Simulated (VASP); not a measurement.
A run of VASP 6.6.1:

File INCAR:

```
SYSTEM = BeS
PREC = Accurate
ENCUT = 520
EDIFF = 1E-6
ISMEAR = 0
SIGMA = 0.05
LREAL = .FALSE.
LASPH = .TRUE.
NELM = 80
ALGO = Normal
ISIF = 2
LWAVE = .FALSE.
LCHARG = .FALSE.
GGA = PS
NBANDS = 11
```

File KPOINTS:

```
Automatic mesh
0
G
  10 10 10
  0 0 0
```

The input POSCAR:

```
BeS
1.0
    0.0000000000      2.5176529715      2.3993643110
    2.3993643110      0.0000000000      2.3993643110
    2.3993643110      2.5176529715      0.0000000000
Be S
1 1
Direct
    0.0000000000      0.0000000000      0.0000000000
    0.7500000000      0.7500000000      0.7500000000
```

Potentials or basis: VASP PAW PBE potentials, release 64 (Be, S).

Launch:

```console
$ cat potpaw_PBE.64/Be/POTCAR potpaw_PBE.64/S/POTCAR > POTCAR
$ mpirun -np 1 vasp_std > vasp.out
```

Hardware: 1 thread of AMD EPYC 7R13 Processor (Zen 3), on a shared host.

Task: How long does it take, and how much memory?

Result: Wall time 24 s on 1 thread of AMD EPYC 7R13 Processor (Zen 3), with other jobs on the host, peak memory 0.14 GiB. Counts: scf iterations 12, k points 102.
